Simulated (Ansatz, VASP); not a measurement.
# One calculation of Si2Ni, two programs

Contents of INCAR:

```
PREC = Accurate
ENCUT = 520
EDIFF = 1E-6
ISMEAR = 0
SIGMA = 0.15
LREAL = False
LASPH = True
NELM = 100
ALGO = Normal
ISIF = 2
LWAVE = False
LCHARG = False
GGA = PE
NBANDS = 16
```

KPOINTS

```
Automatic mesh
0
Gamma
  16 16 16
```

The input POSCAR:

```
Si2Ni
1.0
    0.0000000000      2.7642640990      2.6825617118
    2.7642640990      0.0000000000      2.6825617118
    2.7642640990      2.7642640990      0.0000000000
Si Ni
2 1
Direct
    0.2500000000      0.2500000000      0.2500000000
    0.7500000000      0.7500000000      0.7500000000
    0.0000000000      0.0000000000      0.0000000000
```

Input for Ansatz:

```yaml
crystal:
  lattice:
    - [0.0, 2.764264099, 2.6825617118]
    - [2.764264099, 0.0, 2.6825617118]
    - [2.764264099, 2.764264099, 0.0]
  atoms:
    - { symbol: Si, position: [0.25, 0.25, 0.25] }
    - { symbol: Si, position: [0.75, 0.75, 0.75] }
    - { symbol: Ni, position: [0.0, 0.0, 0.0] }
basis:
  ecutwfc: 420
kpoints:
  mp_grid: { grid: [16, 16, 16] }
hamiltonian:
  xc: pbe
scf:
  occupations: { method: gaussian, width: 0.15 }
output:
  forces: true
  stress: true
  eigenvalues: true
```

Change from the starting cell: strain +0.015 along x and y, -0.015 along z, atoms carried along.

Alike in both runs: task single point; functional PBE; k mesh 16 × 16 × 16; occupations gaussian, width 0.15 eV; no spin polarisation.

|  | VASP | Ansatz |
| --- | --- | --- |
| version | VASP 6.6.1 | Ansatz 0.2.0 |
| potentials or method | VASP PAW PBE potentials, release 64 (Si, Ni), cutoff 520 eV | scalar-relativistic, plane waves, PAW |
| valence electrons in the cell | 18 | 26 |

```csv
,VASP,Ansatz,Ansatz less VASP
gap on the k mesh at the Fermi level (eV),none,none,-
pressure (GPa),-2.2,-2.1,+0.09
"traceless stress, the component that is largest in VASP (GPa)",0.99,1.01,+0.018
```

A gap of «none» marks a metal or a gap that the smearing closes. The functional is the same, so the differences come from potentials, cutoffs and numerics. VASP's potentials hold 18 valence electrons a cell and Ansatz's 26, so a difference there can come from the potentials and not from the codes.
